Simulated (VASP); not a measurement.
Wanted: the native input for a VASP 6.6.1 run.

```
Task                   : single point
Functional             : PBE
Potentials or basis    : VASP PAW PBE potentials, release 64 (B, N)
Cutoff                 : 600 eV
k mesh                 : 4 × 4 × 4
Occupations            : gaussian, width 0.01 eV
Spin                   : no spin polarisation
Dipole correction      : no
Further INCAR settings : ALGO = Normal; EDIFF = 1e-06; NBANDS = 11
```

The structure of BN lies in POSCAR:

```
BN
1.0
    0.0000000000      1.7109940800      1.7109940800
    1.7109940800      0.0000000000      1.7109940800
    1.7109940800      1.7109940800      0.0000000000
B N
1 1
Direct
    0.0000000000      0.0000000000      0.0000000000
    0.2500000000      0.2500000000      0.2500000000
```

These files were run (other wordings do the same):

INCAR

```
SYSTEM = BN
  PREC = Accurate
  ENCUT = 600
  EDIFF = 1E-6
  ISMEAR = 0
  SIGMA = 0.01
  LREAL = .FALSE.
  LASPH = .TRUE.
  NELM = 120
  ALGO = Normal
  ISIF = 2
  LWAVE = .FALSE.
  LCHARG = .FALSE.
  GGA = PE
  NBANDS = 11
  GGA_COMPAT = .FALSE.
```

KPOINTS

```
regular mesh
0
G
  4 4 4
  0 0 0
```

Potentials or basis: VASP PAW PBE potentials, release 64 (B, N).

Command:

```bash
$ cat potpaw_PBE.64/B/POTCAR potpaw_PBE.64/N/POTCAR > POTCAR
$ mpirun -np 1 vasp_std > vasp.out
```

It gave:

* Pressure: 89.4 GPa
* Band gap on the k mesh: 4.59 eV, indirect (least direct gap 9.58 eV)

Caveat: the k points lie up to 0.80 Å⁻¹ apart.

Run time: 2.2 s on 1 thread of Intel Xeon 6455B (shared host), peak memory 0.12 GiB.
